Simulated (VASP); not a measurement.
Write the native input for VASP 6.6.1 that does the following.

```
Task                   : single point
Functional             : PBE
Potentials or basis    : VASP PAW PBE potentials, release 64 (Sn_d, O)
Cutoff                 : 520 eV
k mesh                 : 4 × 4 × 6
Occupations            : fermi-dirac, width 0.03 eV
Spin                   : no spin polarisation
Dipole correction      : no
Further INCAR settings : ALGO = Normal; EDIFF = 1e-06; NBANDS = 35
```

The structure of SnO2 lies in POSCAR:

```
SnO2
1.0
    4.7373500000      0.0000000000      0.0000000000
    0.0000000000      4.7373500000      0.0000000000
    0.0000000000      0.0000000000      3.2182640000
Sn O
2 4
Direct
    0.0000000000      0.0000000000      0.0000000000
    0.5000000000      0.5000000000      0.5000000000
    0.3056200000      0.3056200000      0.0000000000
    0.1943800000      0.8056200000      0.5000000000
    0.6943800000      0.6943800000      0.0000000000
    0.8056200000      0.1943800000      0.5000000000
```

This cell differs from its parent crystal: zz strain of +1 %.

The input as run:

INCAR

```
ALGO = Normal
EDIFF = 1E-6
ENCUT = 520
GGA = PE
ISIF = 2
ISMEAR = -1
LASPH = T
LCHARG = F
LREAL = F
LWAVE = F
NBANDS = 35
NELM = 80
PREC = Accurate
SIGMA = 0.03
```

KPOINTS

```
k-points
0
Gamma
  4 4 6
```

Potentials or basis: VASP PAW PBE potentials, release 64 (Sn_d, O).

Run with:

```sh
$ cat potpaw_PBE.64/Sn_d/POTCAR potpaw_PBE.64/O/POTCAR > POTCAR
$ mpirun -np 1 vasp_std > vasp.out
```

It gave:

| Quantity | Value |
| --- | --- |
| Pressure | 8.8 GPa |
| Largest force | 0.027 eV/Å |
| Band gap on the k mesh | 1.09 eV, direct |

Caveat: the cell differs from its parent crystal (zz strain of +1 %); spin-orbit coupling is left out, which moves the levels of the heavy elements.

Wall time 37 s on 1 thread of AMD EPYC 7R43 64-Core Processor (Zen 3), with other jobs on the host, peak memory 0.16 GiB.
